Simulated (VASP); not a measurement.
Here is a VASP 6.6.1 calculation.

The input INCAR:

```
SYSTEM = Al2O3
PREC = Accurate ; ENCUT = 600
EDIFF = 1E-7 ; ISMEAR = 0
SIGMA = 0.01 ; LREAL = .False.
LASPH = .True. ; NELM = 60
ALGO = Normal ; ISIF = 3
LWAVE = .False. ; LCHARG = .False.
GGA = CA ; IBRION = 2
NSW = 100 ; EDIFFG = -0.003
```

KPOINTS

```
regular mesh
0
Gamma
  5 5 5
  0 0 0
```

The input POSCAR:

```
Al2O3
1.0
    2.3802500000      1.3742379782      4.3318666667
   -2.3802500000      1.3742379782      4.3318666667
    0.0000000000     -2.7484759565      4.3318666667
Al O
4 6
Direct
    0.3521600000      0.3521600000      0.3521600000
    0.1478400000      0.1478400000      0.1478400000
    0.6478400000      0.6478400000      0.6478400000
    0.8521600000      0.8521600000      0.8521600000
    0.5566800000      0.9433200000      0.2500000000
    0.2500000000      0.5566800000      0.9433200000
    0.9433200000      0.2500000000      0.5566800000
    0.4433200000      0.0566800000      0.7500000000
    0.7500000000      0.4433200000      0.0566800000
    0.0566800000      0.7500000000      0.4433200000
```

Potentials or basis: VASP PAW LDA potentials, release 64 (Al, O).

The run is started by

```console
$ cat potpaw_LDA.64/Al/POTCAR potpaw_LDA.64/O/POTCAR > POTCAR
$ mpirun -np 1 vasp_std > vasp.out
```

(1) What does it give for the relaxed volume?

(2) Predict the space group after relaxing (to 0.05 Å).

Results:

(1) 8.34 Å³/atom.

(2) R-3c (No. 167).
